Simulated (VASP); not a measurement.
Runs of VASP 6.6.1 on Cu. The structure is that of space group P6_3/mmc (No. 194), or close to it. The cells are those of the table. This isn't the form of Cu at room conditions, which is fcc.

```csv
cell,further INCAR settings,gap on the mesh (eV),pressure (GPa)
"a = 2.583, b = 2.583, c = 4.391 Å, angles 90.0, 90.0, 120.0°, 2 atoms",ALGO = Fast; EDIFF = 1e-06; NBANDS = 18,none,(a)
"a = 2.551, b = 2.551, c = 4.338 Å, angles 90.0, 90.0, 120.0°, 2 atoms",ALGO = Fast; EDIFF = 1e-07; NBANDS = 18,none,-9.7
"a = 2.383, b = 2.383, c = 4.052 Å, angles 90.0, 90.0, 120.0°, 2 atoms",ALGO = Fast; EDIFF = 1e-06; NBANDS = 18,none,(b)
"a = 2.656, b = 2.656, c = 4.003 Å, angles 90.0, 90.0, 120.0°, 2 atoms",ALGO = Fast; EDIFF = 1e-06; NBANDS = 18,none,-9.2
"a = 2.552, b = 2.552, c = 3.694 Å, angles 90.0, 90.0, 120.0°, 2 atoms",ALGO = Fast; EDIFF = 1e-06; NBANDS = 18,none,21.3
```

Alike in all rows: task single point; level PBEsol; potentials or basis VASP PAW PBE potentials, release 64 (Cu); no spin polarisation; k mesh 24 × 24 × 12; cutoff (eV) 520; smearing gaussian 0.15 eV.

Q: Estimate the missing entries.

A: (a) -13.4; (b) 31.9.

Caveats: the PAW data sets were made with another functional, which shifts forces and pressure a little; the cell stands under tension (at least some runs); the stress differs along the axes, from -13 to -8 GPa (at least some runs); the stress differs along the axes, from 24 to 36 GPa (at least some runs); the stress differs along the axes, from -13 to -2 GPa (at least some runs); the stress differs along the axes, from 12 to 40 GPa (at least some runs).

A gap of «none» marks levels without a gap at the run's occupations.
